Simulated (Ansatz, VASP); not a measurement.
Ti: VASP beside Ansatz

File INCAR:

```
SYSTEM = Ti
PREC = Accurate
ENCUT = 520
EDIFF = 1E-7
ISMEAR = -1
SIGMA = 0.01
LREAL = .False.
LASPH = .True.
NELM = 100
ALGO = Normal
ISIF = 2
LWAVE = .False.
LCHARG = .False.
GGA = RE
NBANDS = 12
```

File KPOINTS:

```
regular mesh
0
Gamma
  11 11 11
  0 0 0
```

File POSCAR:

```
Ti
1.0
    0.0000000000      2.0163754284      2.0163754284
    2.0163754284      0.0000000000      2.0163754284
    2.0163754284      2.0163754284      0.0000000000
Ti
1
Direct
    0.0000000000      0.0000000000      0.0000000000
```

The input input.yaml:

```yaml
crystal:
  lattice:
    - [0.0, 2.0163754284, 2.0163754284]
    - [2.0163754284, 0.0, 2.0163754284]
    - [2.0163754284, 2.0163754284, 0.0]
  atoms:
    - { symbol: Ti, position: [0.0, 0.0, 0.0] }
hamiltonian:
  xc: revpbe
  pseudopotentials: { kind: nc, accuracy: stringent, xc_functional: pbesol }
kpoints:
  mp_grid: { grid: [11, 11, 11] }
scf:
  occupations: { method: fermi_dirac, width: 0.01 }
output:
  forces: true
  stress: true
  eigenvalues: true
  write_density: true
  write_potential: true
  elf: true
  volumetric_format: npy
```

Alike in both runs: task single point; functional revPBE; k mesh 11 × 11 × 11; occupations fermi-dirac, width 0.01 eV; no spin polarisation.

|  | VASP | Ansatz |
| --- | --- | --- |
| version | VASP 6.6.1 | Ansatz 0.2.0 |
| potentials or method | VASP PAW PBE potentials, release 64 (Ti_sv) | PseudoDojo stringent (PBEsol files) |
| plane-wave cutoff (eV) | 520 | 1143 |
| valence electrons in the cell | 12 | 12 |

Ansatz gave:

```
gap on the k mesh at the Fermi level (eV) : none
pressure (GPa)                            : 8.7
```

What did VASP give for the same quantities?

gap on the k mesh at the Fermi level (eV): none; pressure (GPa): 8.5.

VASP's potentials were made for PBE, not for revPBE. A gap of «none» marks a metal or a gap that the smearing closes. The functional is the same, so the differences come from potentials, cutoffs and numerics.

Noted on Ansatz's run: the potentials were made for another functional, which shifts forces and pressure.
